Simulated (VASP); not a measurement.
# Sb (P6/mmm) in VASP: relaxation of cell and atoms with PBE

Aim: the relaxation of cell and atoms of Sb with PBE.

Everything below comes from runs of VASP 6.6.1. Logs are shortened: lines on timing, memory, paths and dates and some standing lists are left out, and cuts for length are marked.

## (1) The cell of the first run

The structure is hexagonal, space group P6/mmm (No. 191). Conventional cell: a = 5.454 Å, b = 5.454 Å, c = 3.184 Å, α = 90.00°, β = 90.00°, γ = 120.00°. Sb (site symmetry 6/mmm) has 14 Sb at 3.18 to 3.53 Å within 4.2 Å. Within 4.1 Å of Sb (site symmetry -6m2) lie 11 Sb at 3.15 to 3.53 Å.

This isn't the form of Sb at room conditions, which is rhombohedral.

## (2) Relaxation of cell and atoms, PBE

File INCAR:

```
SYSTEM = Sb
ALGO = Normal
EDIFF = 1E-6
EDIFFG = -0.04
ENCUT = 600
GGA = PE
IBRION = 2
ISIF = 3
ISMEAR = 0
LASPH = .True.
LCHARG = .False.
LREAL = .False.
LWAVE = .False.
NELM = 60
NSW = 90
PREC = Accurate
SIGMA = 0.1
```

File KPOINTS:

```
k-points
0
Gamma
  6 6 6
  0 0 0
```

File POSCAR:

```
Sb
1.0
    5.4541933552      0.0000000000      0.0000000000
   -2.7270966776      4.7234700028      0.0000000000
    0.0000000000      0.0000000000      3.1835990242
Sb
3
Direct
    0.0000000000      0.0000000000      0.0000000000
    0.3333333333      0.6666666667      0.5000000000
    0.6666666667      0.3333333333      0.5000000000
```

Potentials or basis: VASP PAW PBE potentials, release 64 (Sb).

Launch:

```
cat potpaw_PBE.64/Sb/POTCAR > POTCAR
mpirun -np 1 vasp_std > vasp.out
```

OUTCAR:

```text
SYSTEM = Sb
   EDIFF = 1E-6
   EDIFFG = -0.04
   ENCUT = 600
   GGA = PE
   IBRION = 2
   ISIF = 3
   ISMEAR = 0
   LASPH = .True.
   LREAL = .False.
   NELM = 60
   NSW = 90
   PREC = Accurate

 ion  position               nearest neighbor table
   1  0.000  0.000  0.000-   2 3.53   3 3.53   2 3.53   3 3.53   3 3.53   3 3.53   2 3.53   2 3.53
                             3 3.53   3 3.53   2 3.53   2 3.53
   2  0.333  0.667  0.500-   3 3.15   3 3.15   3 3.15   1 3.53   1 3.53   1 3.53   1 3.53   1 3.53
                             1 3.53
   3  0.667  0.333  0.500-   2 3.15   2 3.15   2 3.15   1 3.53   1 3.53   1 3.53   1 3.53   1 3.53
                             1 3.53

  LATTYP: Found a hexagonal cell.
 ALAT       =     5.4541933552
 C/A-ratio  =     0.5836974997

  Lattice vectors:

 A1 = (   5.4541933552,   0.0000000000,   0.0000000000)
 A2 = (  -2.7270966776,   4.7234700028,   0.0000000000)
 A3 = (   0.0000000000,   0.0000000000,   3.1835990242)

Analysis of symmetry for initial positions (statically):
=====================================================================
 Subroutine PRICEL returns:
 Original cell was already a primitive cell.

 Routine SETGRP: Setting up the symmetry group for a
 hexagonal supercell.

 Subroutine GETGRP returns: Found 24 space group operations
 (whereof 24 operations were pure point group operations)
 out of a pool of 24 trial point group operations.

The static configuration has the point symmetry D_6h.

Analysis of symmetry for dynamics (positions and initial velocities):
=====================================================================
 Subroutine PRICEL returns:
 Original cell was already a primitive cell.

 Routine SETGRP: Setting up the symmetry group for a
 hexagonal supercell.

 Subroutine GETGRP returns: Found 24 space group operations
 (whereof 24 operations were pure point group operations)
 out of a pool of 24 trial point group operations.

The dynamic configuration has the point symmetry D_6h.

 Subroutine INISYM returns: Found 24 space group operations
 (whereof 24 operations are pure point group operations),
 and found     1 'primitive' translations

----------------------------------------------------------------------------------------

                                     Primitive cell

  volume of cell :      82.0182

  direct lattice vectors                    reciprocal lattice vectors
     5.454193355  0.000000000  0.000000000     0.183345169  0.105854382  0.000000000
[... 110 lines left out ...]
  Fermi-wavevector in a.u.,A,eV,Ry     =   0.929256  1.756039 11.748850  0.863516
  Thomas-Fermi vector in A             =   2.055519
   LORBIT       =      0    0 simple, 1 ext, 2 COOP (PROOUT), +10 PAW based schemes
   GGA     = PE    functional components
   LHFCALC =     F    Hartree Fock is set to
   AEXX    =    0.0000 exact exchange contribution
   IVDW    =     0    specifies the selected vdW correction
   LEPSILON=     F    determine dielectric tensor
   LRPA    =     F    only Hartree local field effects (RPA)
 conjugate gradient relaxation of ions
 non-spin polarized calculation
 Gauss-broadening in eV      SIGMA  =   0.10
  energy-cutoff  :      600.00
  volume of cell :       82.02
 maximum number of plane-waves:      2760
 NGX is ok and might be reduce to    48
   NGX = 21   NGY = 21   NGZ = 13

--------------------------------------- Ionic step        1  -------------------------------------------

 number of electron      15.0000001 magnetization

 Free energy of the ion-electron system (eV)
  ---------------------------------------------------
  ext. energy  EPLUGINS =         0.00000000
  ---------------------------------------------------
  free energy    TOTEN  =       -11.71511535 eV

  energy without entropy =      -11.70846793  energy(sigma->0) =      -11.71179164

------------------------ aborting loop because EDIFF is reached ----------------------------------------

  FORCE on cell =-STRESS in cart. coord.  units (eV):
  Direction    XX          YY          ZZ          XY          YZ          ZX
  --------------------------------------------------------------------------------------
  -------------------------------------------------------------------------------------
  Total        0.7278871      0.7278871     -0.3742816      0.0000000      0.0000000      0.0000000
  in kB       14.2188532     14.2188532     -7.3113749      0.0000000      0.0000000      0.0000000
  external PRESSURE =       7.0421105 kB  Pullay stress =       0.0000000 kB
[... 98 lines left out ...]
--------------------------------------- Ionic step        4  -------------------------------------------

 number of electron      15.0000001 magnetization

 Free energy of the ion-electron system (eV)
  ---------------------------------------------------
  ext. energy  EPLUGINS =         0.00000000
  ---------------------------------------------------
  free energy    TOTEN  =       -11.72473226 eV

  energy without entropy =      -11.71869633  energy(sigma->0) =      -11.72171430

 E-fermi :   8.0596     XC(G=0): -10.1022

 val. band max:        7.9567751174   @ k =   0.3333   0.1667   0.5000
 cond. band min:       8.0892150267   @ k =   0.3333  -0.0000   0.5000
 fundamental gap:      0.1324399093
 Fermi energy:         8.0596077304

 k-point     1 :       0.0000    0.0000    0.0000
  band No.  band energies     occupation
      1      -4.5732      2.00000
      2      -0.3706      2.00000
      3      -0.2158      2.00000
      4       4.1928      2.00000
      5       4.1928      2.00000
      6       4.4097      2.00000
      7       4.4097      2.00000
      8      10.5102      0.00000
      9      12.9619      0.00000
     10      12.9619      0.00000
     11      14.2333      0.00000
[... 309 lines left out ...]
 k-point    24 :       0.3333   -0.0000    0.5000
  band No.  band energies     occupation
      1      -0.9708      2.00000
      2       0.1024      2.00000
      3       1.0042      2.00000
      4       3.4133      2.00000
      5       4.0678      2.00000
      6       4.9812      2.00000
      7       5.6105      2.00000
      8       7.3397      2.00000
      9       8.0892      0.67543
     10       9.3293      0.00000
     11      10.5253      0.00000

 [... further k-points ...]

------------------------ aborting loop because EDIFF is reached ----------------------------------------

  FORCE on cell =-STRESS in cart. coord.  units (eV):
  Direction    XX          YY          ZZ          XY          YZ          ZX
  --------------------------------------------------------------------------------------
  -------------------------------------------------------------------------------------
  Total        0.0120982      0.0120982      0.1038698      0.0000000      0.0000000      0.0000000
  in kB        0.2337036      0.2337036      2.0064685      0.0000000      0.0000000      0.0000000
  external PRESSURE =       0.8246253 kB  Pullay stress =       0.0000000 kB
[... 18 lines left out ...]
  FREE ENERGIE OF THE ION-ELECTRON SYSTEM (eV)
  ---------------------------------------------------
  free  energy   TOTEN  =       -11.7247322626 eV

  energy  without entropy=      -11.7186963293  energy(sigma->0) =      -11.72171430

 reached required accuracy - stopping structural energy minimisation
```

OSZICAR:

```text
N       E                     dE             d eps       ncg     rms          rms(c)
DAV:   1     0.723831122369E+02    0.72383E+02   -0.54352E+03   616   0.116E+03
DAV:   2    -0.695641465724E+01   -0.79340E+02   -0.76176E+02   737   0.173E+02
DAV:   3    -0.116225761153E+02   -0.46662E+01   -0.44463E+01   760   0.450E+01
[... 23 lines left out ...]
DAV:   1    -0.117254669920E+02   -0.11320E-02   -0.37120E-02   619   0.113E+00    0.134E-01
DAV:   2    -0.117250091056E+02    0.45789E-03   -0.11414E-03   660   0.238E-01    0.746E-02
DAV:   3    -0.117247333027E+02    0.27580E-03   -0.50231E-04   644   0.132E-01    0.170E-02
DAV:   4    -0.117247327739E+02    0.52876E-06   -0.15635E-05   681   0.284E-02    0.105E-02
DAV:   5    -0.117247322626E+02    0.51133E-06   -0.15451E-06   401   0.815E-03
   4 F= -.11724732E+02 E0= -.11721714E+02  d E =-.397282E-03
```

It took 99 s on 1 thread of Intel Xeon 8259CL, shared host; peak memory 0.24 GiB.

Results:

| Quantity | Value |
| --- | --- |
| Free energy | -11.7247 eV |
| Relaxed volume | 27.65 Å³/atom |
| Relaxed cell | a = 5.513 Å, b = 5.513 Å, c = 3.151 Å, α = 90.00°, β = 90.00°, γ = 120.00° |
| Space group after relaxing (to 0.1 Å) | P6/mmm (No. 191) |
| Energy gained by relaxing | 3.2 meV/atom |
| Ionic steps | 4 |
| Pressure after relaxing | 0.1 GPa |
| Band gap on the k mesh | zero (an odd number of electrons rules out a gap without spin polarisation) |

Step by step:
| step | energy change (eV) | largest force (eV/Å) | pressure (GPa) | volume (Å³) |
| --- | --- | --- | --- | --- |
| 1 | 0.0000 | 0.0000 | 0.70 | 82.02 |
| 2 | -0.0092 | 0.0000 | -0.30 | 83.44 |
| 3 | -0.0092 | 0.0000 | -0.25 | 83.37 |
| 4 | -0.0096 | 0.0000 | 0.08 | 82.94 |

Final structure:
```cif
data_structure
_symmetry_space_group_name_H-M 'P 1'
_symmetry_Int_Tables_number 1
_cell_length_a 5.5131
_cell_length_b 5.5131
_cell_length_c 3.1510
_cell_angle_alpha 90.000
_cell_angle_beta 90.000
_cell_angle_gamma 120.000
_cell_volume 82.94
loop_
_atom_site_label
_atom_site_type_symbol
_atom_site_fract_x
_atom_site_fract_y
_atom_site_fract_z
_atom_site_occupancy
Sb1 Sb 0.00000 0.00000 0.00000 1
Sb2 Sb 0.33333 0.66667 0.50000 1
Sb3 Sb 0.66667 0.33333 0.50000 1
```

Caveat: spin-orbit coupling is left out, which moves the levels of the heavy elements.
